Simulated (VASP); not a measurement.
# HW8C8F in VASP: notebook

The runs below take HW8C8F through single point, with PBE+D3(BJ).

All numbers are computed with VASP 6.6.1; they aren't measurements. Logs are shortened: lines on timing, memory, paths and dates and some standing lists are left out, and cuts for length are marked.

### 1 The cell of the first run

The cell holds a slab with vacuum, 18 atoms: a = 5.797 Å, b = 5.797 Å, c = 18.243 Å, α = 90.00°, β = 90.00°, γ = 120.00°.

### 2 Single point, PBE+D3(BJ)

Contents of INCAR:

```
PREC = Accurate
ENCUT = 520
EDIFF = 1E-6
ISMEAR = -1
SIGMA = 0.1
LREAL = Auto
LASPH = T
NELM = 60
ALGO = Normal
ISIF = 2
LWAVE = F
LCHARG = F
GGA = PE
IVDW = 12
NBANDS = 91
```

Contents of KPOINTS:

```
regular mesh
0
Gamma
  2 2 1
```

Contents of POSCAR:

```
HW8C8F
1.0
    5.7968000000      0.0000000000      0.0000000000
   -2.8984000000      5.0201760000      0.0000000000
    0.0000000000      0.0000000000     18.2432000000
W C F H
8 8 1 1
Direct
    0.0000000000      0.0000000000      0.0548149447
   -0.0041941646     -0.0023505152      0.2114102789
    0.0000011952      0.5000023904      0.0548149447
    0.0003561729      0.5000223100      0.2132904315
    0.5000000000      0.0000000000      0.0548149447
    0.5034070453     -0.0036054513      0.2118981319
    0.5000011952      0.5000023904      0.0548149447
    0.5033096142      0.5059981961      0.2123092440
    0.3321729160      0.1656914021      0.1319286090
    0.3340885834      0.1696952457      0.2832781530
    0.3316938062      0.6676658348      0.1325370549
    0.3410238728      0.6676259956      0.2874002368
    0.8332274174      0.1680419173      0.1335675759
    0.8294607957      0.1591976058      0.2885403877
    0.8366532919      0.6654746766      0.1325370549
    0.8278052549      0.6682036646      0.2893132784
    0.2840327243      0.1704322717      0.3622335994
    0.1057598350      0.0840010390      0.3867687686
```

Potentials or basis: VASP PAW PBE potentials, release 64 (W_sv, C, F, H).

Launch:

```bash
$ cat potpaw_PBE.64/W_sv/POTCAR potpaw_PBE.64/C/POTCAR potpaw_PBE.64/F/POTCAR potpaw_PBE.64/H/POTCAR > POTCAR
$ mpirun -np 1 vasp_std > vasp.out
```

OUTCAR:

```text
PREC = Accurate
   ENCUT = 520
   EDIFF = 1E-6
   ISMEAR = -1
   LREAL = Auto
   LASPH = T
   NELM = 60
   ISIF = 2
   GGA = PE
   IVDW = 12
 IVDW          = 12

 ion  position               nearest neighbor table
   1  0.000  0.000  0.055-   9 2.18  15 2.20  13 2.21   2 2.86   7 2.90   3 2.90   5 2.90   5 2.90
                             7 2.90   3 2.90
   2  0.996  0.998  0.211-  10 2.15  14 2.17  16 2.18  13 2.19  15 2.20   9 2.23   6 2.85   8 2.85
                             1 2.86   4 2.90   4 2.90   8 2.94   6 2.95
   3  0.000  0.500  0.055-  15 2.18  11 2.19  13 2.20   4 2.89   5 2.90   1 2.90   7 2.90   7 2.90
                             1 2.90   5 2.90
   4  0.000  0.500  0.213-  12 2.18  14 2.19  16 2.20  13 2.21  15 2.21  11 2.22   3 2.89   6 2.90
                             2 2.90   8 2.90   8 2.90   2 2.90   6 2.90
   5  0.500  0.000  0.055-   9 2.19  11 2.19  13 2.21   6 2.87   7 2.90   3 2.90   1 2.90   1 2.90
                             3 2.90   7 2.90
   6  0.503  0.996  0.212-  12 2.15  14 2.15  10 2.16  13 2.19  11 2.20   9 2.25   8 2.84   2 2.85
                             5 2.87   4 2.90   4 2.90   2 2.95   8 2.95
   7  0.500  0.500  0.055-   9 2.19  11 2.20  15 2.21   8 2.87   1 2.90   5 2.90   3 2.90   3 2.90
                             5 2.90   1 2.90
   8  0.503  0.506  0.212-  12 2.13  10 2.13  16 2.15  11 2.22  15 2.22   9 2.25   6 2.84   2 2.85
                             7 2.87   4 2.90   4 2.90   2 2.94   6 2.95
   9  0.332  0.166  0.132-   1 2.18   5 2.19   7 2.19   2 2.23   6 2.25   8 2.25
  10  0.334  0.170  0.283-  17 1.47   8 2.13   2 2.15   6 2.16
  11  0.332  0.668  0.133-   3 2.19   5 2.19   6 2.20   7 2.20   8 2.22   4 2.22
  12  0.341  0.668  0.287-   8 2.13   6 2.15   4 2.18
  13  0.833  0.168  0.134-   6 2.19   2 2.19   3 2.20   5 2.21   1 2.21   4 2.21
  14  0.829  0.159  0.289-   6 2.15   2 2.17   4 2.19
  15  0.837  0.665  0.133-   3 2.18   1 2.20   2 2.20   7 2.21   4 2.21   8 2.22
  16  0.828  0.668  0.289-   8 2.15   2 2.18   4 2.20
  17  0.284  0.170  0.362-  18 1.00  10 1.47
  18  0.106  0.084  0.387-  17 1.00

  LATTYP: Found a hexagonal cell.
 ALAT       =     5.7968000000
 C/A-ratio  =     3.1471156500

  Lattice vectors:

 A1 = (   5.7968000000,   0.0000000000,   0.0000000000)
 A2 = (  -2.8984000000,   5.0201760000,   0.0000000000)
 A3 = (   0.0000000000,   0.0000000000,  18.2432000000)

Analysis of symmetry for initial positions (statically):
=====================================================================
 Subroutine PRICEL returns:
 Original cell was already a primitive cell.

 Routine SETGRP: Setting up the symmetry group for a
 hexagonal supercell.

 Subroutine GETGRP returns: Found  1 space group operations
 (whereof  1 operations were pure point group operations)
 out of a pool of 24 trial point group operations.

The static configuration has the point symmetry C_1 .

Analysis of symmetry for dynamics (positions and initial velocities):
=====================================================================
 Subroutine PRICEL returns:
 Original cell was already a primitive cell.

 Routine SETGRP: Setting up the symmetry group for a
 hexagonal supercell.

 Subroutine GETGRP returns: Found  1 space group operations
 (whereof  1 operations were pure point group operations)
 out of a pool of 24 trial point group operations.

The dynamic configuration has the point symmetry C_1 .

 Subroutine INISYM returns: Found  1 space group operations
 (whereof  1 operations are pure point group operations),
 and found     1 'primitive' translations

----------------------------------------------------------------------------------------

                                     Primitive cell

  volume of cell :     530.8946

  direct lattice vectors                    reciprocal lattice vectors
     5.796800000  0.000000000  0.000000000     0.172508970  0.099598102  0.000000000
    -2.898400000  5.020176000  0.000000000     0.000000000  0.199196203  0.000000000
     0.000000000  0.000000000 18.243200000     0.000000000  0.000000000  0.054814945

  length of vectors
     5.796800000  5.796799947 18.243200000     0.199196202  0.199196203  0.054814945

  position of ions in fractional coordinates (direct lattice)
     0.000000000  0.000000000  0.054814945
     0.995805835  0.997649485  0.211410279
     0.000001195  0.500002390  0.054814945
     0.000356173  0.500022310  0.213290431
     0.500000000  0.000000000  0.054814945
     0.503407045  0.996394549  0.211898132
[... 10 lines left out ...]
     0.284032724  0.170432272  0.362233599
     0.105759835  0.084001039  0.386768769

  ion indices of the primitive-cell ions
   primitive index   ion index
                 1           1
                 2           2
                 3           3
                 4           4
                 5           5
                 6           6
[... 10 lines left out ...]
                17          17
[... 63 lines left out ...]
   NELECT =     152.0000    total number of electrons
   NUPDOWN=      -1.0000    fix difference up-down
   EMIN   =  10.00;   EMAX   =-10.00  energy-range for DOS
   EFERMI =   0.00;   METHOD = LEGACY
   ISMEAR =    -1;   SIGMA  =   0.10  broadening in eV -4-tet -1-fermi 0-gaus
   EFERMI_NEDOS =   21; number of points for ismear=-14 and -15
   IALGO  =     38    algorithm
   IMIX   =      4    mixing-type and parameters
     AMIX     =   0.40;   BMIX     =  1.00
     AMIX_MAG =   1.60;   BMIX_MAG =  1.00
  volume/ion in A,a.u.               =      29.49       199.04
  Fermi-wavevector in a.u.,A,eV,Ry     =   1.078996  2.039007 15.840350  1.164233
  Thomas-Fermi vector in A             =   2.214950
   LORBIT       =      0    0 simple, 1 ext, 2 COOP (PROOUT), +10 PAW based schemes
   GGA     = PE    functional components
   LHFCALC =     F    Hartree Fock is set to
   AEXX    =    0.0000 exact exchange contribution
   IVDW    =    12    specifies the selected vdW correction
   LEPSILON=     F    determine dielectric tensor
   LRPA    =     F    only Hartree local field effects (RPA)
 non-spin polarized calculation
  energy-cutoff  :      520.00
  volume of cell :      530.89
 maximum number of plane-waves:     14299
 NGX is ok and might be reduce to    48
   NGX = 21   NGY = 21   NGZ = 67

 number of electron     151.9999993 magnetization

 Free energy of the ion-electron system (eV)
  ---------------------------------------------------
  ext. energy  EPLUGINS =         0.00000000
  ---------------------------------------------------
  free energy    TOTEN  =      -167.32337152 eV

  energy without entropy =     -167.07738328  energy(sigma->0) =     -167.20037740

 E-fermi :   0.7451     XC(G=0):  -5.7818

 val. band max:        0.4943075879   @ k =   0.0000   0.0000   0.0000
 cond. band min:       0.7975166696   @ k =   0.5000   0.0000   0.0000
 fundamental gap:      0.3032090817
 Fermi energy:         0.7450572991

 k-point     1 :       0.0000    0.0000    0.0000
  band No.  band energies     occupation
      1     -73.3879      2.00000
      2     -73.3382      2.00000
      3     -73.3230      2.00000
      4     -73.3208      2.00000
      5     -72.9098      2.00000
      6     -72.8487      2.00000
[... 80 lines left out ...]
     87       3.1558      0.00000
     88       3.8865      0.00000

 k-point     2 :       0.5000    0.0000    0.0000
  band No.  band energies     occupation
      1     -73.3673      2.00000
      2     -73.3516      2.00000
      3     -73.3285      2.00000
      4     -73.3226      2.00000
      5     -72.8998      2.00000
      6     -72.8475      2.00000
[... 80 lines left out ...]
     87       2.8032      0.00000
     88       3.1301      0.00000

 k-point     3 :       0.0000    0.5000    0.0000
  band No.  band energies     occupation
      1     -73.3675      2.00000
      2     -73.3512      2.00000
      3     -73.3292      2.00000
      4     -73.3222      2.00000
      5     -72.8987      2.00000
      6     -72.8539      2.00000
[... 80 lines left out ...]
     87       2.7742      0.00000
     88       2.9944      0.00000

 k-point     4 :       0.5000    0.5000    0.0000
  band No.  band energies     occupation
      1     -73.3680      2.00000
      2     -73.3496      2.00000
      3     -73.3316      2.00000
      4     -73.3208      2.00000
      5     -72.9002      2.00000
      6     -72.8435      2.00000
[... 80 lines left out ...]
     87       2.7775      0.00000
     88       3.0373      0.00000
 [bands above 88 left out]

------------------------ aborting loop because EDIFF is reached ----------------------------------------

 Edisp (eV)   -4.74119

 E8    (eV) :    -2.2278

  FORCE on cell =-STRESS in cart. coord.  units (eV):
  Direction    XX          YY          ZZ          XY          YZ          ZX
  --------------------------------------------------------------------------------------
  -------------------------------------------------------------------------------------
  Total      -9.55126    -9.01188   -24.99249    -0.06478     0.17674     0.00808
  in kB     -28.82458   -27.19680   -75.42439    -0.19549     0.53339     0.02439
  external pressure =      -43.82 kB  Pullay stress =        0.00 kB

 VOLUME and BASIS-vectors are now :
 -----------------------------------------------------------------------------
  energy-cutoff  :      520.00
  volume of cell :      530.89
      direct lattice vectors                 reciprocal lattice vectors
     5.796800000  0.000000000  0.000000000     0.172508970  0.099598102  0.000000000
    -2.898400000  5.020176000  0.000000000     0.000000000  0.199196203  0.000000000
     0.000000000  0.000000000 18.243200000     0.000000000  0.000000000  0.054814945

 POSITION                                       TOTAL-FORCE (eV/Angst)
 -----------------------------------------------------------------------------------
      0.00000      0.00000      1.00000         0.146066      0.096935      1.324526
      2.88090      5.00838      3.85680         0.338224      0.074496      3.712857
     -1.44920      2.51010      1.00000        -0.012845     -0.017114      1.419790
     -1.44720      2.51020      3.89110        -0.031303      0.003398      3.785312
      2.89840      0.00000      1.00000        -0.100777      0.082139      1.330522
      0.03020      5.00208      3.86570        -0.285228      0.163041      4.010168
[... 10 lines left out ...]
      1.15250      0.85560      6.60830         0.342156      0.239850      3.192796
      0.36960      0.42170      7.05590         0.023308     -0.040593     -1.483070
 -----------------------------------------------------------------------------------
    total drift:                               -0.001212      0.007292     -0.020312

  FREE ENERGIE OF THE ION-ELECTRON SYSTEM (eV)
  ---------------------------------------------------
  free  energy   TOTEN  =      -172.0645593438 eV

  energy  without entropy=     -171.8185710972  energy(sigma->0) =     -171.94156522
```

Run time: 20 min. Hardware: 1 thread of Intel Xeon 8259CL, shared host; peak memory 0.73 GiB.

What came out:

```yaml
Free_energy: -172.0646 eV
Largest_force: 4.725 eV/Å
Band_gap_on_the_k_mesh: zero (bands 76 and 77 overlap by 0.49 eV)
Dispersion_energy_per_atom: -0.263 eV
```

Forces in eV/Å, atoms in the order of the input:
```
W    0.146  0.097  1.325
W    0.338  0.074  3.713
W   -0.013 -0.017  1.420
W   -0.031  0.003  3.785
W   -0.101  0.082  1.331
W   -0.285  0.163  4.010
W    0.010 -0.157  1.341
W    0.061 -0.179  3.655
C   -0.021  0.070 -1.154
C   -0.428 -0.375 -4.691
C    0.152 -0.095 -1.527
C    0.025  0.146 -3.802
C    0.055  0.072 -1.818
C   -0.041 -0.154 -3.683
C   -0.110 -0.052 -1.625
C   -0.122  0.122 -3.989
F    0.342  0.240  3.193
H    0.023 -0.041 -1.483
```

Levels at points of the mesh, in eV from the Fermi level:
```
           k point  band 73  band 74  band 75  band 76  band 77  band 78  band 79  band 80  band 81  band 82
(0.00, 0.00, 0.00)     0.10     0.17     0.18     0.22     0.24     0.31     0.86     0.88     1.91     2.04
(0.50, 0.00, 0.00)    -0.94    -0.65    -0.56    -0.46    -0.27     0.05     0.65     1.12     1.20     1.50
(0.00, 0.50, 0.00)    -0.89    -0.72    -0.55    -0.41    -0.26     0.21     0.72     1.13     1.21     1.43
(0.50, 0.50, 0.00)    -0.92    -0.72    -0.51    -0.42    -0.26     0.29     0.69     1.14     1.21     1.48
```

Caveat: the k points lie up to 0.63 Å⁻¹ apart; there is no dipole correction, which matters where the two faces differ; spin-orbit coupling is left out, which moves the levels of the heavy elements.

### 3 Single point, PBE+D3(BJ)

Contents of INCAR:

```
SYSTEM = HW8C8F
PREC = Accurate
ENCUT = 520
EDIFF = 1E-6
ISMEAR = -1
SIGMA = 0.1
LREAL = Auto
LASPH = .True.
NELM = 60
ALGO = Normal
ISIF = 2
LWAVE = .False.
LCHARG = .False.
GGA = PE
IVDW = 12
NBANDS = 91
```

Contents of KPOINTS:

```
Automatic mesh
0
Gamma
  2 2 1
  0 0 0
```

Contents of POSCAR:

```
HW8C8F
1.0
    5.7968000000      0.0000000000      0.0000000000
   -2.8984000000      5.0201760000      0.0000000000
    0.0000000000      0.0000000000     18.2432000000
W C F H
8 8 1 1
Direct
    0.0000000000      0.0000000000      0.0548149447
    0.0137370139      0.0053583779      0.2118323540
    0.0000011952      0.5000023904      0.0548149447
    0.0050532309      0.5004804612      0.2113719084
    0.5000000000      0.0000000000      0.0548149447
    0.4977469139      0.0075694557      0.2113390195
    0.5000011952      0.5000023904      0.0548149447
    0.4979186744      0.4879709397      0.2106428697
    0.3359875095      0.1661097141      0.1246765918
    0.3329531650      0.1674244090      0.2767113226
    0.3464189352      0.6734823640      0.1311940888
    0.3170482154      0.6634229557      0.2749298369
    0.8289108471      0.1504728121      0.1319012015
    0.8304929655      0.1711294584      0.2722548676
    0.8301593079      0.6788805811      0.1325534994
    0.8257466775      0.6670881658      0.2742282056
    0.3347750025      0.1473653513      0.4928027978
    0.4532396149      0.1152150841      0.5173050781
```

Potentials or basis: VASP PAW PBE potentials, release 64 (W_sv, C, F, H).

Launch:

```bash
$ cat potpaw_PBE.64/W_sv/POTCAR potpaw_PBE.64/C/POTCAR potpaw_PBE.64/F/POTCAR potpaw_PBE.64/H/POTCAR > POTCAR
$ mpirun -np 1 vasp_std > vasp.out
```

It took 21 min on 1 thread of Intel Xeon 8259CL, shared host; peak memory 0.73 GiB.

The run converged. Its results:

```yaml
Free_energy: -174.7065 eV
Largest_force: 3.047 eV/Å
Band_gap_on_the_k_mesh: zero (bands 76 and 77 overlap by 0.42 eV)
Dispersion_energy_per_atom: -0.262 eV
```

Forces on the atoms (eV/Å):
```
W   -0.353 -0.226  0.467
W   -1.927 -0.966  1.113
W    0.031  0.017  1.110
W   -1.003  0.159  0.296
W    0.595 -0.272  0.357
W    1.596 -1.659  1.324
W    0.057  0.563  0.414
W   -0.736  2.378  1.759
C   -0.099  0.087  0.289
C    0.101  0.062 -0.400
C   -0.739 -0.571 -1.361
C    1.173  0.508 -0.803
C   -0.130  1.320 -1.723
C    0.216 -0.504 -0.107
C    1.113 -0.981 -1.848
C    0.102  0.085 -0.858
F   -1.344  0.279 -0.684
H    1.346 -0.279  0.654
```

Levels at points of the mesh, in eV from the Fermi level:
```csv
k point,band 73,band 74,band 75,band 76,band 77,band 78,band 79,band 80
"(0.00, 0.00, 0.00)",0.05,0.09,0.14,0.20,0.24,0.86,1.25,1.36
"(0.50, 0.00, 0.00)",-1.31,-1.24,-0.69,-0.60,0.06,0.20,0.99,1.02
"(0.00, 0.50, 0.00)",-1.30,-1.20,-0.72,-0.55,-0.09,0.11,0.98,1.00
"(0.50, 0.50, 0.00)",-1.27,-1.23,-0.70,-0.53,-0.22,-0.04,0.98,1.00
```

Caveat: the k points lie up to 0.63 Å⁻¹ apart; there is no dipole correction, which matters where the two faces differ; spin-orbit coupling is left out, which moves the levels of the heavy elements.

### 4 Single point, PBE+D3(BJ)

Contents of INCAR:

```
SYSTEM = HW8C8F
PREC     = Accurate       ! precision mode
ENCUT    = 520            ! plane-wave cutoff, eV
EDIFF    = 1E-6           ! SCF threshold, eV
ISMEAR   = -1             ! smearing method
SIGMA    = 0.1            ! smearing width, eV
LREAL    = Auto         
LASPH    = .True.         ! aspherical terms in the spheres
NELM     = 100            ! most SCF steps
ALGO     = Normal         ! electronic algorithm
ISIF     = 2              ! what is computed and relaxed
LWAVE    = .False.        ! write WAVECAR
LCHARG   = .False.        ! write CHGCAR
GGA      = PE             ! functional
IVDW     = 12             ! dispersion correction
NBANDS   = 91             ! bands
```

KPOINTS is that of step 3.

Contents of POSCAR:

```
HW8C8F
1.0
    5.7968000000      0.0000000000      0.0000000000
   -2.8984000000      5.0201760000      0.0000000000
    0.0000000000      0.0000000000     18.2432000000
W C F H
8 8 1 1
Direct
    0.0000000000      0.0000000000      0.0548149447
   -0.0088919376     -0.0029481038      0.2167547360
    0.0000011952      0.5000023904      0.0548149447
   -0.0028859488      0.4992653644      0.2171329591
    0.5000000000      0.0000000000      0.0548149447
    0.5061813878     -0.0046811108      0.2165135503
    0.5000011952      0.5000023904      0.0548149447
    0.5047273424      0.5109382619      0.2172864410
    0.3435568863      0.1648946172      0.1216398439
    0.3153310349      0.1647153407      0.2626184003
    0.3477354811      0.6721477494      0.1217659183
    0.3184936264      0.6660722652      0.2724083494
    0.8338191175      0.1551140836      0.1251644448
    0.8264118453      0.1730417420      0.2720356078
    0.8310537748      0.6754942456      0.1235364410
    0.8309655904      0.6631042418      0.2726988686
    0.3807333933      0.1222865493      0.6483950184
    0.4227015961      0.1279038823      0.6962813541
```

Launch:

```bash
$ cat potpaw_PBE.64/W_sv/POTCAR potpaw_PBE.64/C/POTCAR potpaw_PBE.64/F/POTCAR potpaw_PBE.64/H/POTCAR > POTCAR
$ mpirun -np 1 vasp_std > vasp.out
```

Wall time 17 min (1 thread of Intel Xeon 8259CL, shared host); peak memory 0.73 GiB.

Results (log left out):

```yaml
Free_energy: -173.6143 eV
Largest_force: 4.967 eV/Å
Band_gap_on_the_k_mesh: zero (bands 76 and 77 overlap by 0.46 eV)
Dispersion_energy_per_atom: -0.260 eV
```

Forces in eV/Å, atoms in the order of the input:
```
W    0.155  0.109 -0.467
W   -0.727 -0.728 -4.572
W    0.053 -0.098  0.287
W    0.077  0.250 -4.347
W    0.488  0.101 -0.863
W   -1.599  0.438 -3.664
W    0.313 -0.072 -0.699
W   -0.089 -0.579 -3.806
C   -0.723  0.246  1.354
C    1.882  0.621  4.554
C   -0.898 -0.448  1.603
C    0.811  0.085  2.787
C   -0.441  0.907  0.545
C    0.428 -0.353  3.260
C    0.657 -0.702  1.077
C   -0.387  0.223  2.948
F   -0.590 -0.074 -2.098
H    0.588  0.074  2.099
```

Levels at points of the mesh, in eV from the Fermi level:
```tsv
k point	band 72	band 73	band 74	band 75	band 76	band 77	band 78	band 79	band 80	band 81
(0.00, 0.00, 0.00)	-1.25	0.02	0.08	0.10	0.30	0.39	1.34	1.58	1.72	1.86
(0.50, 0.00, 0.00)	-1.43	-1.24	-0.89	-0.49	-0.39	0.07	0.19	1.01	1.09	1.12
(0.00, 0.50, 0.00)	-1.38	-1.20	-0.94	-0.49	-0.40	-0.09	0.05	0.99	1.02	1.11
(0.50, 0.50, 0.00)	-1.36	-1.20	-0.96	-0.50	-0.45	-0.16	-0.06	1.01	1.03	1.09
```

Caveat: the k points lie up to 0.63 Å⁻¹ apart; there is no dipole correction, which matters where the two faces differ; spin-orbit coupling is left out, which moves the levels of the heavy elements.

### 5 Overview

```tsv
cell	gap on the mesh (eV)	largest force (eV/Å)
as given, atomic positions A	none	4.73
as given, atomic positions B	none	3.05
as given, atomic positions C	none	4.97
```

Alike in all rows: task single point; level PBE+D3(BJ); potentials or basis VASP PAW PBE potentials, release 64 (W_sv, C, F, H); no spin polarisation; k mesh 2 × 2 × 1; cutoff (eV) 520; smearing fermi-dirac 0.1 eV.

Caveats: all runs use coarse meshes; there is no dipole correction, which matters where the two faces differ; spin-orbit coupling is left out, which moves the levels of the heavy elements.

Absolute energies hang on the potentials; compare differences alone.

The gap in the log of VASP goes by the Fermi energy; the results here count the filled bands.